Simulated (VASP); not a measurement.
Write the native input for VASP 6.6.1 that does the following.

```
Task                               : single point
Functional                         : HSE06
Potentials or basis                : VASP PAW PBE potentials, release 64 (Pd)
Cutoff                             : 520 eV
k mesh                             : 8 × 8 × 8
Occupations                        : fermi-dirac, width 0.05 eV
Spin                               : no spin polarisation
Dipole correction                  : no
Grid for exact exchange (PRECFOCK) : Normal
Further INCAR settings             : ALGO = Normal; EDIFF = 1e-06; NBANDS = 11
Share of exact exchange            : 0.25
Screening parameter                : 0.2079 1/Å
```

Pd:

```
CELL_PARAMETERS angstrom
0.00000 1.98468 1.98468
1.98468 0.00000 1.98468
1.98468 1.98468 0.00000
ATOMIC_POSITIONS crystal
Pd 0.00000 0.00000 0.00000
```

The input as run:

POSCAR

```
Pd
1.0
    0.0000000000      1.9846763588      1.9846763588
    1.9846763588      0.0000000000      1.9846763588
    1.9846763588      1.9846763588      0.0000000000
Pd
1
Direct
    0.0000000000      0.0000000000      0.0000000000
```

INCAR.step1

```
ALGO = Normal
EDIFF = 1E-5
ENCUT = 520
GGA = PE
ISIF = 2
ISMEAR = -1
LASPH = True
LREAL = False
LWAVE = True
NBANDS = 11
NELM = 60
PREC = Accurate
SIGMA = 0.05
```

INCAR.step2

```
ALGO = Normal
EDIFF = 1E-6
ENCUT = 520
GGA = PE
HFSCREEN = 0.2079
ISIF = 2
ISMEAR = -1
ISTART = 1
LASPH = True
LCHARG = True
LELF = True
LHFCALC = True
LREAL = False
LVHAR = True
LWAVE = False
NBANDS = 11
NELM = 60
PREC = Accurate
PRECFOCK = Normal
SIGMA = 0.05
```

KPOINTS

```
k-points
0
Gamma
  8 8 8
```

Potentials or basis: VASP PAW PBE potentials, release 64 (Pd).

The run is started by

```console
$ cat potpaw_PBE.64/Pd/POTCAR > POTCAR
$ cp INCAR.step1 INCAR
$ mpirun -np 1 vasp_std > vasp.out
$ cp INCAR.step2 INCAR
$ mpirun -np 1 vasp_std > vasp.out
```

Results of the run:

```yaml
Pressure: -6.4 GPa
Band_gap_on_the_k_mesh: zero (bands 5 and 6 overlap by 1.97 eV)
```

Caveat: the cell stands under tension; the PAW data sets were made with another functional, which shifts forces and pressure a little.

Run time: 28 min on 1 thread of Intel(R) Xeon(R) Platinum 8375C CPU @ 2.90GHz (Ice Lake), with other jobs on the host, peak memory 0.26 GiB.
